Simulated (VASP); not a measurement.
# AgAsSe3 (I4/mcm) in VASP: single point with PBEsol

Aim: the single point of AgAsSe3 with PBEsol.

All numbers are computed with VASP 6.6.1; they aren't measurements. Logs are shortened: lines on timing, memory, paths and dates and some standing lists are left out, and cuts for length are marked.

## 1. The cell of the first run

Symmetry: I4/mcm, No. 140, tetragonal system. The conventional cell has a = 6.722 Å, b = 6.722 Å, c = 10.067 Å, α = 90.00°, β = 90.00°, γ = 90.00°. Within 3.8 Å of Ag (site symmetry -42m) lie 8 Se at 2.85 to 3.36 Å. Within 3.3 Å of As (site symmetry 4/m) lie 6 Se at 2.52 to 2.60 Å. Within 3.4 Å of Se (site symmetry m2m) lie 2 As at 2.60 Å and 1 Se at 2.67 Å and 2 Ag at 2.85 Å. Se (site symmetry 422) has 2 As at 2.52 Å and 4 Ag at 3.36 Å within 3.4 Å.

## 2. Single point, PBEsol

INCAR

```
SYSTEM = AgAsSe3
PREC = Accurate ; ENCUT = 520
EDIFF = 1E-6 ; ISMEAR = -1
SIGMA = 0.03 ; LREAL = .FALSE.
LASPH = .TRUE. ; NELM = 60
ALGO = Normal ; ISIF = 2
LWAVE = .FALSE. ; LCHARG = .TRUE.
GGA = PS ; LELF = .TRUE.
LVHAR = .TRUE. ; NBANDS = 45
```

KPOINTS

```
regular mesh
0
G
  4 4 4
  0 0 0
```

POSCAR

```
AgAsSe3
1.0
   -3.3607897237      3.3607897237      5.0334376107
    3.3607897237     -3.3607897237      5.0334376107
    3.3607897237      3.3607897237     -5.0334376107
Ag As Se
2 2 6
Direct
    0.7500000000      0.2500000000      0.5000000000
    0.2500000000      0.7500000000      0.5000000000
    0.0000000000      0.0000000000      0.0000000000
    0.5000000000      0.5000000000      0.0000000000
    0.8596793899      0.3596793899      0.2193587797
    0.3596793899      0.1403206101      0.5000000000
    0.6403206101      0.8596793899      0.5000000000
    0.1403206101      0.6403206101      0.7806412203
    0.7500000000      0.7500000000      0.0000000000
    0.2500000000      0.2500000000      0.0000000000
```

Potentials or basis: VASP PAW PBE potentials, release 64 (Ag, As, Se).

Started as:

```sh
$ cat potpaw_PBE.64/Ag/POTCAR potpaw_PBE.64/As/POTCAR potpaw_PBE.64/Se/POTCAR > POTCAR
$ mpirun -np 1 vasp_std > vasp.out
```

OUTCAR:

```text
SYSTEM = AgAsSe3
   PREC = Accurate
   ENCUT = 520
   EDIFF = 1E-6
   ISMEAR = -1
   LREAL = .FALSE.
   LASPH = .TRUE.
   NELM = 60
   ISIF = 2
   GGA = PS

 ion  position               nearest neighbor table
   1  0.750  0.250  0.500-   8 2.85   7 2.85   6 2.85   5 2.85
   2  0.250  0.750  0.500-   5 2.85   6 2.85   7 2.85   8 2.85
   3  0.000  0.000  0.000-   9 2.52  10 2.52   5 2.60   8 2.60   6 2.60   7 2.60
   4  0.500  0.500  0.000-   9 2.52  10 2.52   5 2.60   8 2.60   7 2.60   6 2.60
   5  0.860  0.360  0.219-   3 2.60   4 2.60   8 2.67   2 2.85   1 2.85
   6  0.360  0.140  0.500-   4 2.60   3 2.60   7 2.67   2 2.85   1 2.85
   7  0.640  0.860  0.500-   3 2.60   4 2.60   6 2.67   2 2.85   1 2.85
   8  0.140  0.640  0.781-   3 2.60   4 2.60   5 2.67   1 2.85   2 2.85
   9  0.750  0.750  0.000-   3 2.52   4 2.52
  10  0.250  0.250  0.000-   3 2.52   4 2.52

  LATTYP: Found a body centered tetragonal cell.
 ALAT       =     6.7215794474
 C/A-ratio  =     1.4976948945

  Lattice vectors:

 A1 = (  -3.3607897237,   3.3607897237,   5.0334376107)
 A2 = (   3.3607897237,  -3.3607897237,   5.0334376107)
 A3 = (   3.3607897237,   3.3607897237,  -5.0334376107)

Analysis of symmetry for initial positions (statically):
=====================================================================
 Subroutine PRICEL returns:
 Original cell was already a primitive cell.

 Routine SETGRP: Setting up the symmetry group for a
 body centered tetragonal supercell.

 Subroutine GETGRP returns: Found 16 space group operations
 (whereof  8 operations were pure point group operations)
 out of a pool of 16 trial point group operations.

The static configuration has the point symmetry C_4h.
 The point group associated with its full space group is D_4h.

Analysis of symmetry for dynamics (positions and initial velocities):
=====================================================================
 Subroutine PRICEL returns:
 Original cell was already a primitive cell.

 Routine SETGRP: Setting up the symmetry group for a
 body centered tetragonal supercell.

 Subroutine GETGRP returns: Found 16 space group operations
 (whereof  8 operations were pure point group operations)
 out of a pool of 16 trial point group operations.

The dynamic configuration has the point symmetry C_4h.
 The point group associated with its full space group is D_4h.

[... 108 lines left out ...]
   ISIF   =      2    stress and relaxation
   ISYM   =      2    0-nonsym 1-usesym 2-fastsym
   POTIM  = 0.5000    time-step for ionic-motion
   TEBEG  =    0.0;   TEEND  =   0.0 temperature during run
   PSTRESS=    0.0 pullay stress
   NELECT =      68.0000    total number of electrons
   NUPDOWN=      -1.0000    fix difference up-down
   EMIN   =  10.00;   EMAX   =-10.00  energy-range for DOS
   EFERMI =   0.00;   METHOD = LEGACY
   ISMEAR =    -1;   SIGMA  =   0.03  broadening in eV -4-tet -1-fermi 0-gaus
   EFERMI_NEDOS =   21; number of points for ismear=-14 and -15
   IALGO  =     38    algorithm
   IMIX   =      4    mixing-type and parameters
     AMIX     =   0.40;   BMIX     =  1.00
     AMIX_MAG =   1.60;   BMIX_MAG =  1.00
  volume/ion in A,a.u.               =      22.74       153.46
  Fermi-wavevector in a.u.,A,eV,Ry     =   1.094734  2.068748 16.305806  1.198443
  Thomas-Fermi vector in A             =   2.231045
   LORBIT       =      0    0 simple, 1 ext, 2 COOP (PROOUT), +10 PAW based schemes
   GGA     = PS    functional components
   LHFCALC =     F    Hartree Fock is set to
   AEXX    =    0.0000 exact exchange contribution
   IVDW    =     0    specifies the selected vdW correction
   LEPSILON=     F    determine dielectric tensor
   LRPA    =     F    only Hartree local field effects (RPA)
 non-spin polarized calculation
  energy-cutoff  :      520.00
  volume of cell :      227.41
 maximum number of plane-waves:      6162
 NGX is ok and might be reduce to    54
   NGX = 25   NGY = 25   NGZ = 25

 number of electron      67.9999997 magnetization

 Free energy of the ion-electron system (eV)
  ---------------------------------------------------
  ext. energy  EPLUGINS =         0.00000000
  ---------------------------------------------------
  free energy    TOTEN  =       -37.15931526 eV

  energy without entropy =      -37.13236721  energy(sigma->0) =      -37.14584124

 E-fermi :   4.3428     XC(G=0): -10.0614

 val. band max:        4.3185627019   @ k =   0.5000   0.5000   0.0000
 cond. band min:       4.3661086016   @ k =  -0.2500  -0.2500   0.2500
 fundamental gap:      0.0475458996
 Fermi energy:         4.3428499999

 k-point     1 :       0.0000    0.0000    0.0000
  band No.  band energies     occupation
      1     -11.2849      2.00000
      2      -9.3608      2.00000
      3      -8.5366      2.00000
      4      -8.5366      2.00000
      5      -8.2873      2.00000
      6      -8.2182      2.00000
[... 613 lines left out ...]
     44       9.2515      0.00000
     45       9.6983      0.00000

------------------------ aborting loop because EDIFF is reached ----------------------------------------

  FORCE on cell =-STRESS in cart. coord.  units (eV):
  Direction    XX          YY          ZZ          XY          YZ          ZX
  --------------------------------------------------------------------------------------
  -------------------------------------------------------------------------------------
  Total        0.1848699      0.1848699      0.2210374      0.0000000     -0.0000000     -0.0000000
  in kB        1.3024748      1.3024748      1.5572879      0.0000000     -0.0000000     -0.0000000
  external PRESSURE =       1.3874125 kB  Pullay stress =       0.0000000 kB

 VOLUME and BASIS-vectors are now :
 -----------------------------------------------------------------------------
  energy-cutoff  :      520.00
  volume of cell :      227.41
      direct lattice vectors                 reciprocal lattice vectors
    -3.360789724  3.360789724  5.033437611     0.000000000  0.148774556  0.099335690
     3.360789724 -3.360789724  5.033437611     0.148774556  0.000000000  0.099335690
     3.360789724  3.360789724 -5.033437611     0.148774556  0.148774556  0.000000000

 POSITION                                       TOTAL-FORCE (eV/Angst)
 -----------------------------------------------------------------------------------
      0.00000      3.36079      2.51672         0.000000      0.000000     -0.000000
      3.36079      0.00000      2.51672         0.000000      0.000000     -0.000000
      0.00000      0.00000      0.00000         0.000000      0.000000     -0.000000
      0.00000      0.00000      5.03344         0.000000      0.000000     -0.000000
     -0.94318      2.41761      5.03344         0.003907      0.003907      0.000000
      0.94318      2.41761      0.00000        -0.003907      0.003907      0.000000
      2.41761      0.94318      5.03344         0.003907     -0.003907     -0.000000
      4.30397      0.94318     -0.00000        -0.003907     -0.003907      0.000000
      0.00000      0.00000      7.55016         0.000000      0.000000     -0.000000
      0.00000      0.00000      2.51672         0.000000      0.000000     -0.000000
 -----------------------------------------------------------------------------------
    total drift:                               -0.000000     -0.000000      0.000000

  FREE ENERGIE OF THE ION-ELECTRON SYSTEM (eV)
  ---------------------------------------------------
  free  energy   TOTEN  =       -37.1593152647 eV

  energy  without entropy=      -37.1323672071  energy(sigma->0) =      -37.14584124
```

OSZICAR:

```text
N       E                     dE             d eps       ncg     rms          rms(c)
DAV:   1     0.369924107996E+03    0.36992E+03   -0.29619E+04  1170   0.133E+03
DAV:   2    -0.843765150228E+01   -0.37836E+03   -0.36343E+03  1357   0.244E+02
DAV:   3    -0.376470104780E+02   -0.29209E+02   -0.28515E+02  1391   0.644E+01
DAV:   4    -0.382263374139E+02   -0.57933E+00   -0.57479E+00  1338   0.949E+00
DAV:   5    -0.382349020152E+02   -0.85646E-02   -0.85467E-02  1384   0.114E+00    0.108E+01
DAV:   6    -0.371577073322E+02    0.10772E+01   -0.36606E+00  1339   0.153E+01    0.803E+00
DAV:   7    -0.371738231634E+02   -0.16116E-01   -0.79803E-01  1295   0.425E+00    0.406E+00
DAV:   8    -0.371611525466E+02    0.12671E-01   -0.67507E-02  1281   0.109E+00    0.880E-01
DAV:   9    -0.371591962372E+02    0.19563E-02   -0.10081E-02  1344   0.569E-01    0.190E-01
DAV:  10    -0.371592928245E+02   -0.96587E-04   -0.15026E-03  1275   0.153E-01    0.934E-02
DAV:  11    -0.371593154175E+02   -0.22593E-04   -0.13415E-04  1357   0.667E-02    0.184E-02
DAV:  12    -0.371593154312E+02   -0.13711E-07   -0.22500E-05  1355   0.247E-02    0.667E-03
DAV:  13    -0.371593152647E+02    0.16649E-06   -0.27197E-06  1090   0.916E-03
   1 F= -.37159315E+02 E0= -.37145841E+02  d E =-.269481E-01
```

Wall time 4.1 min (1 thread of Intel Xeon 8259CL, shared host); peak memory 0.47 GiB.

What came out:

* Free energy: -37.1593 eV
* Pressure: 0.1 GPa
* Largest force: 0.006 eV/Å
* Band gap on the k mesh: zero (bands 34 and 35 overlap by 0.40 eV)

Forces on the atoms (eV/Å):
```
Ag   0.000  0.000  0.000
Ag   0.000  0.000  0.000
As   0.000  0.000  0.000
As   0.000  0.000  0.000
Se   0.004  0.004  0.000
Se  -0.004  0.004  0.000
Se   0.004 -0.004  0.000
Se  -0.004 -0.004  0.000
Se   0.000  0.000  0.000
Se   0.000  0.000  0.000
```

Caveat: the PAW data sets were made with another functional, which shifts forces and pressure a little.

The gap in the log of VASP goes by the Fermi energy; the results here count the filled bands.